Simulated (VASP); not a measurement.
Wanted: the native input for a VASP 6.6.1 run.

- Task: single point
- Functional: r2SCAN
- Potentials or basis: VASP PAW PBE potentials, release 64 (Hf_pv)
- Cutoff: 520 eV
- k mesh: 8 × 5 × 1
- Occupations: fermi-dirac, width 0.05 eV
- Spin: no spin polarisation
- Dipole correction: yes
- Further INCAR settings: ALGO = Normal; EDIFF = 1e-06; NBANDS = 50

Slab: Hf, a slab with vacuum.

```
Hf
1.0
     3.19670    0.00000    0.00000
     0.00000    5.05780    0.00000
     0.00000    0.00000   24.22807
Hf
8
Direct
  0.00000 0.75000 0.30956
  0.50000 0.25000 0.34765
  0.50000 0.75000 0.42382
  0.00000 0.25000 0.46191
  0.00000 0.75000 0.53809
  0.50000 0.25000 0.57618
  0.50000 0.75000 0.65235
  0.00000 0.25000 0.69044
```

The input as run:

POSCAR

```
Hf
1.0
    3.1966985242      0.0000000000      0.0000000000
    0.0000000000      5.0578000000      0.0000000000
    0.0000000000      0.0000000000     24.2280737675
Hf
8
Direct
    0.0000000000      0.7500000000      0.3095582452
    0.5000000000      0.2500000000      0.3476465962
    0.4999999999      0.7500000000      0.4238232981
    0.0000000000      0.2500000000      0.4619116490
    0.0000000000      0.7500000000      0.5380883510
    0.5000000000      0.2500000000      0.5761767019
    0.4999999999      0.7500000000      0.6523534038
    0.0000000000      0.2500000000      0.6904417548
```

INCAR.step1

```
SYSTEM = Hf
ALGO = Normal
DIPOL = 0.5 0.5 0.500
EDIFF = 1E-4
ENCUT = 520
GGA = PE
IDIPOL = 3
ISMEAR = -1
LASPH = .TRUE.
LCHARG = .FALSE.
LDIPOL = .TRUE.
LREAL = .FALSE.
LWAVE = .TRUE.
NBANDS = 50
NELM = 60
PREC = Accurate
SIGMA = 0.05
```

INCAR.step2

```
SYSTEM = Hf
ALGO = Normal
DIPOL = 0.5 0.5 0.500
EDIFF = 1E-6
ENCUT = 520
IDIPOL = 3
ISIF = 2
ISMEAR = -1
ISTART = 1
LASPH = .TRUE.
LCHARG = .FALSE.
LDIPOL = .TRUE.
LMIXTAU = .TRUE.
LREAL = .FALSE.
LWAVE = .FALSE.
METAGGA = R2SCAN
NBANDS = 50
NELM = 60
PREC = Accurate
SIGMA = 0.05
```

KPOINTS

```
k-points
0
G
  8 5 1
  0 0 0
```

Potentials or basis: VASP PAW PBE potentials, release 64 (Hf_pv).

Run with:

```console
$ cat potpaw_PBE.64/Hf_pv/POTCAR > POTCAR
$ cp INCAR.step1 INCAR
$ mpirun -np 1 vasp_std > vasp.out
$ cp INCAR.step2 INCAR
$ mpirun -np 1 vasp_std > vasp.out
```

It gave:

```json
{
 "Largest force": "0.406 eV/Å",
 "Band gap on the k mesh": "zero (band 40 reaches 0.82 eV, above the bottom of band 41 at 0.11 eV)"
}
```

Caveat: the PAW data sets were made with another functional, which shifts forces and pressure a little; spin-orbit coupling is left out, which moves the levels of the heavy elements.

It took 35 min on 1 thread of Intel(R) Xeon(R) Platinum 8259CL CPU @ 2.50GHz (Skylake/Cascade Lake) (shared host), peak memory 0.56 GiB.
